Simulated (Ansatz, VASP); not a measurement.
InSb: VASP beside Ansatz

```
In Sb
1.0
     5.33908    0.00000    0.00000
     0.00000    5.69290    0.00000
     0.00000    0.00000    3.05276
In Sb
2 2
Cartesian
  0.0000 0.0000 0.0000
  2.6695 2.8464 0.0000
  2.6695 0.0000 2.5491
  0.0000 2.8464 0.5037
```

Change from the starting cell: volume scaled by 0.99.

Alike in both runs: task single point; functional LDA; k mesh 6 × 6 × 11; occupations fermi-dirac, width 0.08 eV; no spin polarisation.

```csv
,VASP,Ansatz
version,VASP 6.6.1,Ansatz 0.2.0
potentials or method,"VASP PAW LDA potentials, release 64 (In_d, Sb), cutoff 520 eV","all-electron LAPW, scalar-relativistic"
```

Ansatz gave:

| Property | Result |
| --- | --- |
| pressure (GPa) | 12.7 |
| traceless stress, the component that is largest in VASP (GPa) | 11.50 |
| rms of the force components (eV/Å) | 0.279 |

Problem. Which values does VASP return?

Solution. Pressure (GPa): 13.0; traceless stress, the component that is largest in VASP (GPa): 11.55; rms of the force components (eV/Å): 0.282.

LDA's correlation is that of Perdew and Zunger in VASP and of Perdew and Wang (1992) in Ansatz. Atom by atom the forces differ by 0.003 eV/Å (rms over components). Ansatz ran all-electron here, and VASP with PAW potentials.

Neither program's run includes spin-orbit coupling.
